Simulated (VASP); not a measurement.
Set up this calculation in VASP 6.6.1, as the native input.

```yaml
Task: single point
Functional: LDA
Potentials_or_basis: VASP PAW LDA potentials, release 64 (Mn_pv, O)
Cutoff: 520 eV
k_mesh: 11 × 11 × 6
Occupations: fermi-dirac, width 0.03 eV
Spin: collinear spin, ferromagnetic start
Starting_moments: "[2.5, 0.0, 0.0] μB"
Dipole_correction: no
k_mesh_for_the_DOS: 17 × 17 × 9
Occupations_for_the_DOS: tetrahedron
Further_INCAR_settings: ALGO = Normal; EDIFF = 1e-07
```

The system is MnO2.

```xyz
3
Lattice="2.8566 0.0000 0.0000 -1.4283 2.4739 0.0000 0.0000 0.0000 4.6014" Properties=species:S:1:pos:R:3 pbc="T T T"
Mn    0.0000    0.0000    2.3007
O     1.4283    0.8246    1.3515
O     0.0000    1.6492    3.2499
```

These files were run (other wordings do the same):

POSCAR

```
MnO2
1.0
    2.8565781804      0.0000000000      0.0000000000
   -1.4282890902      2.4738692722      0.0000000000
    0.0000000000      0.0000000000      4.6013740589
Mn O
1 2
Direct
    0.0000000000      0.0000000000      0.5000000000
    0.6666666667      0.3333333333      0.2937074300
    0.3333333333      0.6666666667      0.7062925700
```

INCAR.step1

```
SYSTEM = MnO2
PREC     = Accurate       ! precision mode
ENCUT    = 520            ! plane-wave cutoff, eV
EDIFF    = 1E-7           ! SCF threshold, eV
ISMEAR   = -1             ! smearing method
SIGMA    = 0.03           ! smearing width, eV
LREAL    = .False.        ! projectors in reciprocal space
LASPH    = .True.         ! aspherical terms in the spheres
NELM     = 150            ! most SCF steps
ALGO     = Normal         ! electronic algorithm
ISIF     = 2              ! what is computed and relaxed
LWAVE    = .False.        ! write WAVECAR
LCHARG   = .True.         ! write CHGCAR
ISPIN    = 2              ! spin polarisation
MAGMOM   = 2.5 0 0        ! initial moments
LMAXMIX  = 4              ! l up to which the mixer works
GGA      = CA             ! functional
NBANDS   = 24             ! bands
```

KPOINTS.step1

```
Automatic mesh
0
Gamma
  11 11 6
  0 0 0
```

INCAR.step2

```
SYSTEM = MnO2
PREC     = Accurate       ! precision mode
ENCUT    = 520            ! plane-wave cutoff, eV
EDIFF    = 1E-7           ! SCF threshold, eV
ISMEAR   = -5             ! smearing method
SIGMA    = 0.03           ! smearing width, eV
LREAL    = .False.        ! projectors in reciprocal space
LASPH    = .True.         ! aspherical terms in the spheres
NELM     = 150            ! most SCF steps
ALGO     = Normal         ! electronic algorithm
ISIF     = 2              ! what is computed and relaxed
LWAVE    = .False.        ! write WAVECAR
LCHARG   = .False.        ! write CHGCAR
ISPIN    = 2              ! spin polarisation
MAGMOM   = 2.5 0 0        ! initial moments
LORBIT   = 11             ! projections on sites
LMAXMIX  = 4              ! l up to which the mixer works
GGA      = CA             ! functional
NEDOS    = 1001           ! points of the DOS
ICHARG   = 11             ! starting density
```

KPOINTS.step2

```
Automatic mesh
0
Gamma
  17 17 9
  0 0 0
```

Potentials or basis: VASP PAW LDA potentials, release 64 (Mn_pv, O).

The run is started by

```bash
$ cat potpaw_LDA.64/Mn_pv/POTCAR potpaw_LDA.64/O/POTCAR > POTCAR
$ cp INCAR.step1 INCAR
$ cp KPOINTS.step1 KPOINTS
$ mpirun -np 1 vasp_std > vasp.out
$ cp INCAR.step2 INCAR
$ cp KPOINTS.step2 KPOINTS
$ mpirun -np 1 vasp_std > vasp.out
```

It gave:

```yaml
Net_moment: 3.00 μB per cell
Site_moments: Mn +2.78; O +0.06 μB
Valence_electrons_inside_the_program's_atomic_spheres: Mn 11.78; O 4.96
```

Caveat: a cell with one magnetic atom can't hold antiferromagnetic order, which such compounds often take.

Wall time 6.5 min on 1 thread of Oxide Virtual Turin-like Processor, with other jobs on the host, peak memory 0.3 GiB.
